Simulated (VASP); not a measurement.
LiNbO3: single point with PBEsol

LiNbO3:

```xyz
10
Lattice="2.5672 1.4822 4.6084 -2.5672 1.4822 4.6084 0.0000 -2.9643 4.6084" Properties=species:S:1:pos:R:3 pbc="T T T"
Li    0.0000    0.0000    9.7597
Li    0.0000    0.0000    2.8470
Nb    0.0000    0.0000   13.6627
Nb    0.0000    0.0000    6.7501
O     1.5644   -0.1596    8.1674
O    -0.6440    1.4346    8.1674
O    -0.9204   -1.2750    8.1674
O     1.0028    1.3226    5.8632
O     0.6440   -1.5297    5.8632
O    -1.6468    0.2072    5.8632
```

* Program: VASP 6.6.1
* Task: single point
* Functional: PBEsol
* Potentials or basis: VASP PAW PBE potentials, release 64 (Li_sv, Nb_sv, O)
* Cutoff: 520 eV
* k mesh: 6 × 6 × 6
* Occupations: gaussian, width 0.02 eV
* Spin: no spin polarisation
* Dipole correction: no
* Further INCAR settings: ALGO = Normal; EDIFF = 1e-07; NBANDS = 45

```json
{"Largest force": "0.048 eV/Å", "Band gap on the k mesh": "3.52 eV (least direct gap 3.53 eV)"}
```

Forces in eV/Å, atoms in the order of the input:
```
Li   0.000  0.000 -0.003
Li   0.000  0.000 -0.003
Nb   0.000  0.000  0.048
Nb   0.000  0.000  0.048
O   -0.015 -0.006 -0.015
O    0.013 -0.010 -0.015
O    0.002  0.016 -0.015
O    0.015 -0.006 -0.015
O   -0.013 -0.010 -0.015
O   -0.002  0.016 -0.015
```

Levels at points of the mesh, in eV from the valence-band top:
```
           k point  band 31  band 32  band 33  band 34  band 35  band 36  band 37  band 38
(0.00, 0.00, 0.00)    -0.67    -0.50    -0.01    -0.01     3.52     3.52     3.97     5.14
(0.50, 0.00, 0.00)    -0.30    -0.30    -0.22    -0.22     3.87     3.87     4.70     4.70
(0.50, 0.50, 0.00)    -0.70    -0.67    -0.47    -0.21     3.60     4.10     4.60     4.61
(0.50, 0.50, 0.50)    -0.32    -0.32    -0.32    -0.32     4.62     4.62     4.84     4.84
```

Run time: 2.1 min on 1 thread of AMD EPYC 9R45 (Zen 5), with other jobs on the host, peak memory 0.28 GiB.

Caveat: the PAW data sets were made with another functional, which shifts forces and pressure a little. A k mesh can miss the band edges.
